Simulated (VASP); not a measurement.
# Pt (Fm-3m) in VASP: further runs

The runs below take Pt through single point, relaxation of cell and atoms, with LDA.

All numbers are computed with VASP 6.6.1; they aren't measurements. Logs are shortened: lines on timing, memory, paths and dates and some standing lists are left out, and cuts for length are marked.

## 1. The cell of the first run

It takes space group Fm-3m (No. 225, cubic). Conventional cell: a = 3.894 Å, b = 3.894 Å, c = 3.894 Å, α = 90.00°, β = 90.00°, γ = 90.00°. Pt (site symmetry m-3m) has 12 Pt at 2.75 Å within 3.6 Å.

## 2. Single point, LDA

Contents of INCAR:

```
SYSTEM = Pt
ALGO     = Normal         ! electronic algorithm
EDIFF    = 1E-6           ! SCF threshold, eV
ENCUT    = 520            ! plane-wave cutoff, eV
ISIF     = 2              ! what is computed and relaxed
ISMEAR   = -1             ! smearing method
LASPH    = .True.         ! aspherical terms in the spheres
LCHARG   = .True.         ! write CHGCAR
LELF     = .True.         ! ELF
LREAL    = .False.        ! projectors in reciprocal space
LVHAR    = .True.       
LWAVE    = .False.        ! write WAVECAR
NBANDS   = 11             ! bands
NELM     = 60             ! most SCF steps
PREC     = Accurate       ! precision mode
SIGMA    = 0.05           ! smearing width, eV
```

Contents of KPOINTS:

```
k-points
0
Gamma
  18 18 18
  0 0 0
```

Contents of POSCAR:

```
Pt
1.0
    0.0000000000      1.9469837629      1.9469837629
    1.9469837629      0.0000000000      1.9469837629
    1.9469837629      1.9469837629      0.0000000000
Pt
1
Direct
    0.0000000000      0.0000000000      0.0000000000
```

Potentials or basis: VASP PAW LDA potentials, release 64 (Pt).

Command:

```bash
> cat potpaw_LDA.64/Pt/POTCAR > POTCAR
> mpirun -np 1 vasp_std > vasp.out
```

OUTCAR:

```text
SYSTEM = Pt
   EDIFF = 1E-6
   ENCUT = 520
   ISIF = 2
   ISMEAR = -1
   LASPH = .True.
   LREAL = .False.
   NELM = 60
   PREC = Accurate

 ion  position               nearest neighbor table
   1  0.000  0.000  0.000-

  LATTYP: Found a face centered cubic cell.
 ALAT       =     3.8939675258

  Lattice vectors:

 A1 = (   0.0000000000,   1.9469837629,   1.9469837629)
 A2 = (   1.9469837629,   0.0000000000,   1.9469837629)
 A3 = (   1.9469837629,   1.9469837629,   0.0000000000)

Analysis of symmetry for initial positions (statically):
=====================================================================
 Subroutine PRICEL returns:
 Original cell was already a primitive cell.

 Routine SETGRP: Setting up the symmetry group for a
 face centered cubic supercell.

 Subroutine GETGRP returns: Found 48 space group operations
 (whereof 48 operations were pure point group operations)
 out of a pool of 48 trial point group operations.

The static configuration has the point symmetry O_h .

Analysis of symmetry for dynamics (positions and initial velocities):
=====================================================================
 Subroutine PRICEL returns:
 Original cell was already a primitive cell.

 Routine SETGRP: Setting up the symmetry group for a
 face centered cubic supercell.

 Subroutine GETGRP returns: Found 48 space group operations
 (whereof 48 operations were pure point group operations)
 out of a pool of 48 trial point group operations.

The dynamic configuration has the point symmetry O_h .

 Subroutine INISYM returns: Found 48 space group operations
 (whereof 48 operations are pure point group operations),
 and found     1 'primitive' translations

----------------------------------------------------------------------------------------

                                     Primitive cell

  volume of cell :      14.7610

  direct lattice vectors                    reciprocal lattice vectors
     0.000000000  1.946983763  1.946983763    -0.256807483  0.256807483  0.256807483
     1.946983763  0.000000000  1.946983763     0.256807483 -0.256807483  0.256807483
     1.946983763  1.946983763  0.000000000     0.256807483  0.256807483 -0.256807483

  length of vectors
     2.753450843  2.753450843  2.753450843     0.444803609  0.444803609  0.444803609

  position of ions in fractional coordinates (direct lattice)
     0.000000000  0.000000000  0.000000000

  ion indices of the primitive-cell ions
   primitive index   ion index
                 1           1

[... 71 lines left out ...]
   EDIFF  = 0.1E-05   stopping-criterion for ELM
   LREAL  =      F    real-space projection
   EDIFFG = 0.1E-04   stopping-criterion for IOM
   NSW    =      0    number of steps for IOM
   IBRION =     -1    ionic relax: 0-MD 1-quasi-New 2-CG
   NFREE  =      0    steps in history (QN), initial steepest desc. (CG)
   ISIF   =      2    stress and relaxation
   ISYM   =      2    0-nonsym 1-usesym 2-fastsym
   POTIM  = 0.5000    time-step for ionic-motion
   TEBEG  =    0.0;   TEEND  =   0.0 temperature during run
   PSTRESS=    0.0 pullay stress
   NELECT =      10.0000    total number of electrons
   NUPDOWN=      -1.0000    fix difference up-down
   EMIN   =  10.00;   EMAX   =-10.00  energy-range for DOS
   EFERMI =   0.00;   METHOD = LEGACY
   ISMEAR =    -1;   SIGMA  =   0.05  broadening in eV -4-tet -1-fermi 0-gaus
   EFERMI_NEDOS =   21; number of points for ismear=-14 and -15
   IALGO  =     38    algorithm
   IMIX   =      4    mixing-type and parameters
     AMIX     =   0.40;   BMIX     =  1.00
     AMIX_MAG =   1.60;   BMIX_MAG =  1.00
  volume/ion in A,a.u.               =      14.76        99.61
  Fermi-wavevector in a.u.,A,eV,Ry     =   1.437813  2.717073 28.127421  2.067307
  Thomas-Fermi vector in A             =   2.556849
   LORBIT       =      0    0 simple, 1 ext, 2 COOP (PROOUT), +10 PAW based schemes
   GGA     = CA    functional components
   LHFCALC =     F    Hartree Fock is set to
   AEXX    =    0.0000 exact exchange contribution
   IVDW    =     0    specifies the selected vdW correction
   LEPSILON=     F    determine dielectric tensor
   LRPA    =     F    only Hartree local field effects (RPA)
 non-spin polarized calculation
  energy-cutoff  :      520.00
  volume of cell :       14.76
 maximum number of plane-waves:       411
   NGX = 11   NGY = 11   NGZ = 11

 number of electron      10.0000000 magnetization

 Free energy of the ion-electron system (eV)
  ---------------------------------------------------
  ext. energy  EPLUGINS =         0.00000000
  ---------------------------------------------------
  free energy    TOTEN  =        -7.51018260 eV

  energy without entropy =       -7.49412230  energy(sigma->0) =       -7.50215245

 E-fermi :  11.5656     XC(G=0): -13.8124

 val. band max:       11.5608422680   @ k =  -0.3333   0.3889   0.1111
 cond. band min:      11.5768027338   @ k =   0.3889   0.2222   0.0000
 fundamental gap:      0.0159604658
 Fermi energy:        11.5655663198

 k-point     1 :       0.0000    0.0000    0.0000
  band No.  band energies     occupation
      1       1.0736      2.00000
      2       7.6075      2.00000
      3       7.6075      2.00000
      4       7.6075      2.00000
      5       9.8775      2.00000
      6       9.8775      2.00000
      7      26.1203      0.00000
      8      31.1633      0.00000
      9      31.1633      0.00000
     10      31.1633      0.00000
     11      36.6957      0.00000
[... 309 lines left out ...]
 k-point    24 :      -0.2222    0.0556    0.0000
  band No.  band energies     occupation
      1       3.1539      2.00000
      2       7.1015      2.00000
      3       8.0197      2.00000
      4       8.0888      2.00000
      5       9.6629      2.00000
      6      10.3748      2.00000
      7      25.3517      0.00000
      8      28.1563      0.00000
      9      32.8073      0.00000
     10      34.1684      0.00000
     11      35.4303      0.00000

 [... further k-points ...]
[... 5 lines left out ...]
  --------------------------------------------------------------------------------------
  -------------------------------------------------------------------------------------
  Total        0.0702582      0.0702582      0.0702582     -0.0000000     -0.0000000      0.0000000
  in kB        7.6258946      7.6258946      7.6258946     -0.0000000     -0.0000000      0.0000000
  external PRESSURE =       7.6258946 kB  Pullay stress =       0.0000000 kB

 VOLUME and BASIS-vectors are now :
 -----------------------------------------------------------------------------
  energy-cutoff  :      520.00
  volume of cell :       14.76
      direct lattice vectors                 reciprocal lattice vectors
     0.000000000  1.946983763  1.946983763    -0.256807483  0.256807483  0.256807483
     1.946983763  0.000000000  1.946983763     0.256807483 -0.256807483  0.256807483
     1.946983763  1.946983763  0.000000000     0.256807483  0.256807483 -0.256807483

 POSITION                                       TOTAL-FORCE (eV/Angst)
 -----------------------------------------------------------------------------------
      0.00000      0.00000      0.00000         0.000000      0.000000      0.000000
 -----------------------------------------------------------------------------------
    total drift:                                0.000000      0.000000      0.000000

  FREE ENERGIE OF THE ION-ELECTRON SYSTEM (eV)
  ---------------------------------------------------
  free  energy   TOTEN  =        -7.5101825996 eV

  energy  without entropy=       -7.4941223041  energy(sigma->0) =       -7.50215245
```

OSZICAR:

```text
N       E                     dE             d eps       ncg     rms          rms(c)
DAV:   1     0.393531750094E+02    0.39353E+02   -0.54355E+03  4354   0.853E+02
DAV:   2    -0.735106973091E+01   -0.46704E+02   -0.44782E+02  4906   0.178E+02
DAV:   3    -0.794413079530E+01   -0.59306E+00   -0.58803E+00  5026   0.192E+01
DAV:   4    -0.794645488671E+01   -0.23241E-02   -0.23238E-02  4972   0.143E+00
DAV:   5    -0.794647247307E+01   -0.17586E-04   -0.17586E-04  5018   0.114E-01    0.141E+01
DAV:   6    -0.756030379313E+01    0.38617E+00   -0.87924E-01  4611   0.739E+00    0.725E+00
DAV:   7    -0.751498381673E+01    0.45320E-01   -0.14716E-01  4974   0.291E+00    0.264E+00
DAV:   8    -0.751038444601E+01    0.45994E-02   -0.66147E-03  4650   0.770E-01    0.589E-01
DAV:   9    -0.751017892023E+01    0.20553E-03   -0.17668E-04  4782   0.125E-01    0.117E-02
DAV:  10    -0.751018252638E+01   -0.36062E-05   -0.29625E-06  5136   0.119E-02    0.223E-03
DAV:  11    -0.751018259957E+01   -0.73190E-07   -0.53409E-08  2679   0.214E-03
   1 F= -.75101826E+01 E0= -.75021525E+01  d E =-.160603E-01
```

It took 8.9 s on 1 thread of Intel Xeon 6975P-C (Granite Rapids), shared host; peak memory 0.14 GiB.

What came out:

- Free energy: -7.5102 eV
- Pressure: 0.8 GPa
- Band gap on the k mesh: zero (band 5 reaches 12.08 eV, above the bottom of band 6 at 9.76 eV)

Levels at points of the mesh, in eV from the Fermi level:
```tsv
k point	band 1	band 2	band 3	band 4	band 5	band 6	band 7	band 8	band 9	band 10
(0.00, 0.00, 0.00)	-10.49	-3.96	-3.96	-3.96	-1.69	-1.69	14.55	19.60	19.60	19.60
(0.50, 0.00, 0.00)	-7.59	-4.01	-4.01	-0.57	0.04	0.04	5.99	14.13	19.04	19.04
(0.50, 0.50, 0.00)	-7.34	-6.89	0.03	0.51	0.51	1.72	9.10	11.40	11.40	20.46
```

Caveat: spin-orbit coupling is left out, which moves the levels of the heavy elements.

(Part 1 of 2 ends here.)
